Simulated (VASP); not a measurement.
# Sc (P6_3/mmc) in VASP: further runs, part 2 of 2

VASP 6.6.1. The steps go on from the part before.

### 3 Relaxation of cell and atoms, PBE

This run uses another cell than the first one, of 25.00 Å³/atom.

INCAR

```
PREC     = Accurate       # precision mode
ENCUT    = 500            # plane-wave cutoff, eV
EDIFF    = 1E-7           # SCF threshold, eV
ISMEAR   = -1             # smearing method
SIGMA    = 0.05           # smearing width, eV
LREAL    = False          # projectors in reciprocal space
LASPH    = True           # aspherical terms in the spheres
NELM     = 120            # most SCF steps
ALGO     = Normal         # electronic algorithm
ISIF     = 3              # what is computed and relaxed
LWAVE    = False          # write WAVECAR
LCHARG   = False          # write CHGCAR
GGA      = PE             # functional
IBRION   = 2              # ionic algorithm
NSW      = 80             # ionic steps
EDIFFG   = -0.01          # ionic threshold
GGA_COMPAT= False        
NELMIN   = 4
```

KPOINTS

```
regular mesh
0
Gamma
  13 13 8
```

POSCAR

```
Sc
1.0
    3.3090000000      0.0000000000      0.0000000000
   -1.6545000000      2.8656780611      0.0000000000
    0.0000000000      0.0000000000      5.2733000000
Sc
2
Direct
    0.3333333333      0.6666666667      0.2500000000
    0.6666666667      0.3333333333      0.7500000000
```

Potentials or basis: VASP PAW PBE potentials, release 64 (Sc_sv).

Started as:

```
cat potpaw_PBE.64/Sc_sv/POTCAR > POTCAR
mpirun -np 1 vasp_std > vasp.out
```

OUTCAR:

```text
PREC = Accurate
   ENCUT = 500
   EDIFF = 1E-7
   ISMEAR = -1
   LREAL = False
   LASPH = True
   NELM = 120
   ISIF = 3
   GGA = PE
   IBRION = 2
   NSW = 80
   EDIFFG = -0.01
   NELMIN = 4

 ion  position               nearest neighbor table
   1  0.333  0.667  0.250-   2 3.26   2 3.26   2 3.26   2 3.26   2 3.26   2 3.26
   2  0.667  0.333  0.750-   1 3.26   1 3.26   1 3.26   1 3.26   1 3.26   1 3.26

  LATTYP: Found a hexagonal cell.
 ALAT       =     3.3090000000
 C/A-ratio  =     1.5936234512

  Lattice vectors:

 A1 = (   3.3090000000,   0.0000000000,   0.0000000000)
 A2 = (  -1.6545000000,   2.8656780611,   0.0000000000)
 A3 = (   0.0000000000,   0.0000000000,   5.2733000000)

Analysis of symmetry for initial positions (statically):
=====================================================================
 Subroutine PRICEL returns:
 Original cell was already a primitive cell.

 Routine SETGRP: Setting up the symmetry group for a
 hexagonal supercell.

 Subroutine GETGRP returns: Found 24 space group operations
 (whereof 12 operations were pure point group operations)
 out of a pool of 24 trial point group operations.

The static configuration has the point symmetry D_3d.
 The point group associated with its full space group is D_6h.

Analysis of symmetry for dynamics (positions and initial velocities):
=====================================================================
 Subroutine PRICEL returns:
 Original cell was already a primitive cell.

 Routine SETGRP: Setting up the symmetry group for a
 hexagonal supercell.

 Subroutine GETGRP returns: Found 24 space group operations
 (whereof 12 operations were pure point group operations)
 out of a pool of 24 trial point group operations.

The dynamic configuration has the point symmetry D_3d.
 The point group associated with its full space group is D_6h.

 Subroutine INISYM returns: Found 24 space group operations
 (whereof 12 operations are pure point group operations),
 and found     1 'primitive' translations

----------------------------------------------------------------------------------------

                                     Primitive cell

  volume of cell :      50.0042

  direct lattice vectors                    reciprocal lattice vectors
     3.309000000  0.000000000  0.000000000     0.302206105  0.174478776  0.000000000
    -1.654500000  2.865678061  0.000000000     0.000000000  0.348957552  0.000000000
     0.000000000  0.000000000  5.273300000     0.000000000  0.000000000  0.189634574

  length of vectors
     3.309000000  3.309000000  5.273300000     0.348957552  0.348957552  0.189634574

  position of ions in fractional coordinates (direct lattice)
     0.333333333  0.666666667  0.250000000
     0.666666667  0.333333333  0.750000000

  ion indices of the primitive-cell ions
   primitive index   ion index
                 1           1
                 2           2

----------------------------------------------------------------------------------------

 KPOINTS: regular mesh

Automatic generation of k-mesh.
 Grid dimensions read from file:
 generate k-points for:   13   13    8

 Generating k-lattice:
[... 53 lines left out ...]
   PREC   = accura    normal or accurate (medium, high low for compatibility)
   ISTART =      0    job   : 0-new  1-cont  2-samecut
   ICHARG =      2    charge: 1-file 2-atom 10-const
   ISPIN  =      1    spin polarized calculation?
   LNONCOLLINEAR =      F non collinear calculations
   LSORBIT =      F    spin-orbit coupling
   LASPH  =      T    aspherical Exc in radial PAW
   ENCUT  =  500.0 eV  36.75 Ry    6.06 a.u.   6.03  6.03  9.61*2*pi/ulx,y,z
   NELM   =    120;   NELMIN=  4; NELMDL= -5     # of ELM steps
   EDIFF  = 0.1E-06   stopping-criterion for ELM
   LREAL  =      F    real-space projection
   EDIFFG = -.1E-01   stopping-criterion for IOM
   NSW    =     80    number of steps for IOM
   IBRION =      2    ionic relax: 0-MD 1-quasi-New 2-CG
   NFREE  =      1    steps in history (QN), initial steepest desc. (CG)
   ISIF   =      3    stress and relaxation
   ISYM   =      2    0-nonsym 1-usesym 2-fastsym
   POTIM  = 0.5000    time-step for ionic-motion
   TEBEG  =    0.0;   TEEND  =   0.0 temperature during run
   PSTRESS=    0.0 pullay stress
   NELECT =      22.0000    total number of electrons
   NUPDOWN=      -1.0000    fix difference up-down
   EMIN   =  10.00;   EMAX   =-10.00  energy-range for DOS
   EFERMI =   0.00;   METHOD = LEGACY
   ISMEAR =    -1;   SIGMA  =   0.05  broadening in eV -4-tet -1-fermi 0-gaus
   EFERMI_NEDOS =   21; number of points for ismear=-14 and -15
   IALGO  =     38    algorithm
   IMIX   =      4    mixing-type and parameters
     AMIX     =   0.40;   BMIX     =  1.00
     AMIX_MAG =   1.60;   BMIX_MAG =  1.00
  volume/ion in A,a.u.               =      25.00       168.72
  Fermi-wavevector in a.u.,A,eV,Ry     =   1.245127  2.352948 21.093660  1.550340
  Thomas-Fermi vector in A             =   2.379363
   LORBIT       =      0    0 simple, 1 ext, 2 COOP (PROOUT), +10 PAW based schemes
   GGA     = PE    functional components
   LHFCALC =     F    Hartree Fock is set to
   AEXX    =    0.0000 exact exchange contribution
   IVDW    =     0    specifies the selected vdW correction
   LEPSILON=     F    determine dielectric tensor
   LRPA    =     F    only Hartree local field effects (RPA)
 conjugate gradient relaxation of ions
 non-spin polarized calculation
  energy-cutoff  :      500.00
  volume of cell :       50.00
 maximum number of plane-waves:      1292
   NGX = 13   NGY = 13   NGZ = 19

--------------------------------------- Ionic step        1  -------------------------------------------

 number of electron      22.0000007 magnetization

 Free energy of the ion-electron system (eV)
  ---------------------------------------------------
  ext. energy  EPLUGINS =         0.00000000
  ---------------------------------------------------
  free energy    TOTEN  =       -12.50911360 eV

  energy without entropy =      -12.47301765  energy(sigma->0) =      -12.49106562

------------------------ aborting loop because EDIFF is reached ----------------------------------------

  FORCE on cell =-STRESS in cart. coord.  units (eV):
  Direction    XX          YY          ZZ          XY          YZ          ZX
  --------------------------------------------------------------------------------------
  -------------------------------------------------------------------------------------
  Total       -0.0400471     -0.0400471     -0.5524970      0.0000000      0.0000000      0.0000000
  in kB       -1.2831427     -1.2831427    -17.7024702      0.0000000      0.0000000      0.0000000
  external PRESSURE =      -6.7562519 kB  Pullay stress =       0.0000000 kB
[... 131 lines left out ...]
--------------------------------------- Ionic step        5  -------------------------------------------

 number of electron      21.9999999 magnetization

 Free energy of the ion-electron system (eV)
  ---------------------------------------------------
  ext. energy  EPLUGINS =         0.00000000
  ---------------------------------------------------
  free energy    TOTEN  =       -12.51451176 eV

  energy without entropy =      -12.47967219  energy(sigma->0) =      -12.49709198

 E-fermi :   3.6730     XC(G=0):  -9.8735

 val. band max:        3.6716982112   @ k =   0.3077   0.3077   0.5000
 cond. band min:       3.6864157925   @ k =   0.4615   0.0000   0.3750
 fundamental gap:      0.0147175813
 Fermi energy:         3.6729524585

 k-point     1 :       0.0000    0.0000    0.0000
  band No.  band energies     occupation
      1     -45.7456      2.00000
      2     -45.6748      2.00000
      3     -24.5738      2.00000
      4     -24.2341      2.00000
      5     -24.2341      2.00000
      6     -24.1677      2.00000
      7     -24.1677      2.00000
      8     -24.1399      2.00000
      9      -1.4524      2.00000
     10       2.0429      2.00000
     11       4.2850      0.00001
     12       5.2644      0.00000
     13       5.2644      0.00000
     14       5.5238      0.00000
[... 401 lines left out ...]
      2     -45.6740      2.00000
      3     -24.5318      2.00000
      4     -24.2849      2.00000
      5     -24.2501      2.00000
      6     -24.2355      2.00000
      7     -24.1780      2.00000
      8     -24.1615      2.00000
      9      -0.8477      2.00000
     10       2.2943      2.00000
     11       3.8593      0.04696
     12       4.6504      0.00000
     13       5.4165      0.00000
     14       5.4767      0.00000
     15       5.5017      0.00000

 [... further k-points ...]

------------------------ aborting loop because EDIFF is reached ----------------------------------------

  FORCE on cell =-STRESS in cart. coord.  units (eV):
  Direction    XX          YY          ZZ          XY          YZ          ZX
  --------------------------------------------------------------------------------------
  -------------------------------------------------------------------------------------
  Total       -0.0026203     -0.0026203     -0.0058787      0.0000000      0.0000000     -0.0000000
  in kB       -0.0850904     -0.0850904     -0.1908992      0.0000000      0.0000000     -0.0000000
  external PRESSURE =      -0.1203600 kB  Pullay stress =       0.0000000 kB
[... 17 lines left out ...]
  FREE ENERGIE OF THE ION-ELECTRON SYSTEM (eV)
  ---------------------------------------------------
  free  energy   TOTEN  =       -12.5145117636 eV

  energy  without entropy=      -12.4796721926  energy(sigma->0) =      -12.49709198

 reached required accuracy - stopping structural energy minimisation
```

It took 3.3 min on 1 thread of AMD EPYC 7R43 (Zen 3), shared host; peak memory 0.17 GiB.

Results:

```
Free energy                           : -12.5145 eV
Relaxed volume                        : 24.67 Å³/atom
Relaxed cell                          : a = 3.320 Å, b = 3.320 Å, c = 5.170 Å, α = 90.00°, β = 90.00°, γ = 120.00°
Space group after relaxing (to 0.1 Å) : P6_3/mmc (No. 194)
Energy gained by relaxing             : 2.7 meV/atom
Ionic steps                           : 5
Pressure after relaxing               : 0.0 GPa
Band gap on the k mesh                : zero (bands 11 and 12 overlap by 1.47 eV)
```

The path:
| step | energy change (eV) | largest force (eV/Å) | pressure (GPa) | volume (Å³) |
| --- | --- | --- | --- | --- |
| 1 | 0.0000 | 0.0000 | -0.68 | 50.00 |
| 2 | -0.0045 | 0.0000 | 0.12 | 49.24 |
| 3 | -0.0047 | 0.0000 | 0.31 | 49.07 |
| 4 | -0.0054 | 0.0000 | 0.03 | 49.30 |
| 5 | -0.0054 | 0.0000 | -0.01 | 49.34 |

Final structure:
```yaml
crystal:
  lattice:
    - [3.31965, 0.00000, 0.00000]
    - [-1.65982, 2.87490, 0.00000]
    - [0.00000, 0.00000, 5.16976]
  atoms:
    - { symbol: Sc, position: [0.33333, 0.66667, 0.25000] }
    - { symbol: Sc, position: [0.66667, 0.33333, 0.75000] }
```

Levels at points of the mesh, in eV from the Fermi level:
```csv
k point,band 8,band 9,band 10,band 11,band 12,band 13,band 14,band 15
"(0.00, 0.00, 0.00)",-27.81,-5.13,-1.63,0.61,1.59,1.59,1.85,2.04
"(0.00, 0.00, 0.50)",-27.87,-3.58,-3.58,0.98,0.98,1.51,1.51,1.51
```
